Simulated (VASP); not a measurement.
Here is a VASP 6.6.1 calculation.

File INCAR:

```
  PREC = Accurate
  ENCUT = 520
  EDIFF = 1E-6
  ISMEAR = 0
  SIGMA = 0.05
  LREAL = False
  LASPH = True
  NELM = 80
  ALGO = Normal
  ISIF = 2
  LWAVE = False
  LCHARG = False
  GGA = PE
  NBANDS = 11
```

KPOINTS

```
Automatic mesh
0
Gamma
  10 10 10
```

POSCAR

```
AlN
1.0
   -0.1424437406      1.9992996450      1.9992996450
    1.8924668396     -0.0356109352      1.8924668396
    2.0349105802      2.0349105802     -0.1780546758
Al N
1 1
Direct
    0.5000000000      0.5000000000      0.5000000000
    0.0000000000      0.0000000000      0.0000000000
```

Potentials or basis: VASP PAW PBE potentials, release 64 (Al, N).

Run with:

```sh
$ cat potpaw_PBE.64/Al/POTCAR potpaw_PBE.64/N/POTCAR > POTCAR
$ mpirun -np 1 vasp_std > vasp.out
```

(1) What does it give for the pressure?

(2) Estimate the band gap on the k mesh.

Answers

(1) 2.5 GPa.

(2) 1.53 eV (least direct gap 3.68 eV).

Caveat: the cell differs from its parent crystal (engineering shear strain xz -0.1400, engineering shear strain yz -0.0350).
